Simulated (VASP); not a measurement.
Here is a VASP 6.6.1 calculation.

File INCAR:

```
SYSTEM = NiO
PREC     = Accurate       ! precision mode
ENCUT    = 520            ! plane-wave cutoff, eV
EDIFF    = 1E-6           ! SCF threshold, eV
ISMEAR   = -1             ! smearing method
SIGMA    = 0.05           ! smearing width, eV
LREAL    = .False.        ! projectors in reciprocal space
LASPH    = .True.         ! aspherical terms in the spheres
NELM     = 150            ! most SCF steps
ALGO     = Normal         ! electronic algorithm
ISIF     = 2              ! what is computed and relaxed
LWAVE    = .False.        ! write WAVECAR
LCHARG   = .False.        ! write CHGCAR
ISPIN    = 2              ! spin polarisation
MAGMOM   = 1 0            ! initial moments
LORBIT   = 11             ! projections on sites
LMAXMIX  = 4              ! l up to which the mixer works
GGA      = RE             ! functional
IVDW     = 12             ! dispersion correction
NBANDS   = 19             ! bands
```

KPOINTS

```
regular mesh
0
Gamma
  11 11 11
  0 0 0
```

The input POSCAR:

```
NiO
1.0
    0.0000000000      2.1133508634      2.1133508634
    2.1133508634      0.0000000000      2.1133508634
    2.1133508634      2.1133508634      0.0000000000
Ni O
1 1
Direct
    0.0000000000      0.0000000000      0.0000000000
    0.5000000000      0.5000000000      0.5000000000
```

Potentials or basis: VASP PAW PBE potentials, release 64 (Ni, O).

The run is started by

```console
$ cat potpaw_PBE.64/Ni/POTCAR potpaw_PBE.64/O/POTCAR > POTCAR
$ mpirun -np 1 vasp_std > vasp.out
```

Predict the dispersion energy per atom.

-0.507 eV.

Estimate the net moment.

1.85 μB per cell.

Predict the pressure.

-4.3 GPa.

What does it give for the site moments?

Ni +1.52; O +0.29 μB.

Caveat: the PAW data sets were made with another functional, which shifts forces and pressure a little; a cell with one magnetic atom can't hold antiferromagnetic order, which such compounds often take; pairwise dispersion overbinds metals, which lowers pressure and volume.
